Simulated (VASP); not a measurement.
Here is a VASP 6.6.1 calculation.

Contents of INCAR:

```
SYSTEM = VSi2
PREC = Accurate
ENCUT = 520
EDIFF = 1E-6
ISMEAR = 0
SIGMA = 0.1
LREAL = .False.
LASPH = .True.
NELM = 100
ALGO = Normal
ISIF = 2
LWAVE = .False.
LCHARG = .False.
NBANDS = 42
```

The input KPOINTS:

```
regular mesh
0
Gamma
  9 9 6
  0 0 0
```

POSCAR

```
VSi2
1.0
    4.4911847450      0.0000000000      0.0000000000
   -2.2455923725      3.8894800823      0.0000000000
    0.0000000000      0.0000000000      6.2788104972
V Si
3 6
Direct
    0.0000000000      0.5000000000      0.1666666667
    0.5000000000      0.5000000000      0.8333333333
    0.5000000000      0.0000000000      0.5000000000
    0.8366171365      0.6732342730      0.5000000000
    0.1633828635      0.8366171365      0.8333333333
    0.6732342730      0.8366171365      0.1666666667
    0.1633828635      0.3267657270      0.5000000000
    0.8366171365      0.1633828635      0.8333333333
    0.3267657270      0.1633828635      0.1666666667
```

Potentials or basis: VASP PAW LDA potentials, release 64 (V_sv, Si).

Run with:

```console
$ cat potpaw_LDA.64/V_sv/POTCAR potpaw_LDA.64/Si/POTCAR > POTCAR
$ mpirun -np 1 vasp_std > vasp.out
```

(1) Predict the pressure.

Results:

(1) 0.3 GPa.
